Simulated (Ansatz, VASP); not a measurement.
## Two plane-wave programs on Cd

The input INCAR:

```
SYSTEM = Cd
ALGO     = Normal         ! electronic algorithm
EDIFF    = 1E-6           ! SCF threshold, eV
ENCUT    = 520            ! plane-wave cutoff, eV
GGA      = PE             ! functional
ISIF     = 2              ! what is computed and relaxed
ISMEAR   = 0              ! smearing method
LASPH    = .True.         ! aspherical terms in the spheres
LCHARG   = .True.         ! write CHGCAR
LELF     = .True.         ! ELF
LREAL    = .False.        ! projectors in reciprocal space
LVHAR    = .True.       
LWAVE    = .False.        ! write WAVECAR
NBANDS   = 12             ! bands
NELM     = 100            ! most SCF steps
PREC     = Accurate       ! precision mode
SIGMA    = 0.1            ! smearing width, eV
```

Contents of KPOINTS:

```
k-points
0
Gamma
  16 16 16
  0 0 0
```

The input POSCAR:

```
Cd
1.0
    0.0000000000      2.1900457927      2.1900457927
    2.1900457927      0.0000000000      2.1900457927
    2.1900457927      2.1900457927      0.0000000000
Cd
1
Direct
    0.0000000000      0.0000000000      0.0000000000
```

Input for Ansatz:

```yaml
crystal:
  lattice:
    - [0.0, 2.1900457927, 2.1900457927]
    - [2.1900457927, 0.0, 2.1900457927]
    - [2.1900457927, 2.1900457927, 0.0]
  atoms:
    - { symbol: Cd, position: [0.0, 0.0, 0.0] }
basis:
  ecutwfc: 420
kpoints:
  mp_grid: { grid: [16, 16, 16] }
hamiltonian:
  xc: pbe
scf:
  occupations: { method: gaussian, width: 0.1 }
output:
  forces: true
  stress: true
  eigenvalues: true
```

Alike in both runs: task single point; functional PBE; k mesh 16 × 16 × 16; occupations gaussian, width 0.1 eV; no spin polarisation.

```csv
,VASP,Ansatz
version,VASP 6.6.1,Ansatz 0.2.0
potentials or method,"VASP PAW PBE potentials, release 64 (Cd), cutoff 520 eV","scalar-relativistic, plane waves, PAW"
valence electrons in the cell,12,20
```

|  | VASP | Ansatz | Ansatz less VASP |
| --- | --- | --- | --- |
| gap on the k mesh at the Fermi level (eV) | none | none | - |
| pressure (GPa) | 4.9 | 4.6 | -0.35 |

A gap of «none» marks a metal or a gap that the smearing closes. With one functional, cell and mesh, what is left measures potentials, basis and numerics. VASP's potentials hold 12 valence electrons a cell and Ansatz's 20, so a difference there can come from the potentials and not from the codes.
